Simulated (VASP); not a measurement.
Crystal: SiC.

```
CELL_PARAMETERS angstrom
-2.20978 -0.02764 -2.23609
-2.15580 -4.37956 2.12684
-2.17536 4.45439 2.25694
ATOMIC_POSITIONS crystal
Si 0.06316 0.80382 0.28223
Si 0.55664 0.26093 0.23683
Si 0.51783 0.75345 0.70189
Si 0.96741 0.26555 0.76568
C 0.50735 0.90435 0.17603
C 0.99728 0.32624 0.08156
C 0.91413 0.80878 0.62920
C 0.47619 0.37689 0.62658
```

| Item | Value |
| --- | --- |
| Program | VASP 6.6.1 |
| Task | relaxation of cell and atoms |
| Functional | PBE |
| Potentials or basis | VASP PAW PBE potentials, release 64 (Si, C) |
| Cutoff | 600 eV |
| k mesh | 4 × 4 × 4 |
| Occupations | gaussian, width 0.1 eV |
| Spin | no spin polarisation |

At the start: pressure 24.7 GPa; volume 10.69 Å³/atom.

Question: How do energy, volume and symmetry change on relaxing?

Answer: Over 35 steps the energy falls by 1133.2 meV/atom and the volume is 10.49 Å³/atom (-1.9 %); space group F-43m (No. 216, to 0.05 Å).

The path:
| step | energy change (eV) | largest force (eV/Å) | pressure (GPa) | volume (Å³) |
| --- | --- | --- | --- | --- |
| 1 | 0.0000 | 28.3886 | 24.70 | 85.55 |
| 2 | 1.1358 | 4.5841 | -13.48 | 106.74 |
| 3 | -0.5022 | 4.5784 | -12.16 | 103.84 |
| 4 | -1.4276 | 5.2271 | -9.10 | 101.68 |
| 5 | -1.9621 | 10.8840 | -1.11 | 98.12 |
| 6 | -1.5857 | 5.3146 | -8.09 | 100.61 |
| 7 | -3.8077 | 5.1496 | -13.42 | 99.21 |
| 8 | -5.1493 | 5.9781 | 1.28 | 88.16 |
| 9 | -5.4082 | 4.4854 | -5.74 | 91.13 |
| 10 | -6.2200 | 4.0648 | 6.54 | 85.25 |
| 11 | -6.2866 | 2.5435 | 2.97 | 86.40 |
| 12 | -6.7411 | 2.1322 | 1.85 | 86.55 |
| 13 | -6.8038 | 2.7208 | 1.54 | 86.62 |
| 14 | -7.1244 | 2.7276 | -0.63 | 87.05 |
| 15 | -8.0980 | 2.7681 | -7.73 | 88.35 |
| 16 | -0.9616 | 35.8350 | 8.75 | 90.91 |
| 17 | -8.1505 | 2.7714 | -8.27 | 88.47 |
| 18 | -8.1828 | 2.4176 | -10.75 | 89.36 |
| 19 | -8.2941 | 2.4021 | -9.83 | 88.86 |
| 20 | -8.6264 | 2.0781 | -5.94 | 86.73 |
| 21 | -8.6298 | 1.7522 | -6.41 | 86.91 |
| 22 | -8.8944 | 1.0922 | -3.15 | 85.27 |
| 23 | -9.0045 | 0.4713 | 1.19 | 83.50 |
| 24 | -9.0048 | 0.4722 | 1.46 | 83.40 |
| 25 | -9.0389 | 0.2740 | 0.91 | 83.60 |
| 26 | -9.0542 | 0.3468 | 0.29 | 83.84 |
| 27 | -9.0607 | 0.1896 | -0.08 | 83.99 |
| 28 | -9.0627 | 0.1402 | -0.42 | 84.13 |
| 29 | -9.0643 | 0.0966 | -0.06 | 83.98 |
| 30 | -9.0647 | 0.0692 | 0.20 | 83.88 |
| 31 | -9.0651 | 0.0334 | 0.06 | 83.94 |
| 32 | -9.0652 | 0.0496 | -0.04 | 83.97 |
| 33 | -9.0654 | 0.0257 | -0.04 | 83.98 |
| 34 | -9.0654 | 0.0260 | -0.04 | 83.98 |
| 35 | -9.0655 | 0.0148 | 0.02 | 83.95 |

Final structure:
```cif
data_structure
_symmetry_space_group_name_H-M 'P 1'
_symmetry_Int_Tables_number 1
_cell_length_a 3.1023
_cell_length_b 5.3561
_cell_length_c 5.3560
_cell_angle_alpha 109.383
_cell_angle_beta 89.991
_cell_angle_gamma 90.003
_cell_volume 83.95
loop_
_atom_site_label
_atom_site_type_symbol
_atom_site_fract_x
_atom_site_fract_y
_atom_site_fract_z
_atom_site_occupancy
Si1 Si 0.99966 0.75005 0.24978 1
Si2 Si 0.49966 0.25015 0.25002 1
Si3 Si 0.50055 0.75018 0.74989 1
Si4 Si 0.00004 0.25005 0.74990 1
C1 C 0.49971 0.87493 0.12507 1
C2 C 0.99979 0.37482 0.12512 1
C3 C 0.00051 0.87485 0.62499 1
C4 C 0.50006 0.37498 0.62523 1
```

Caveat: the k points lie up to 0.51 Å⁻¹ apart in the final cell.
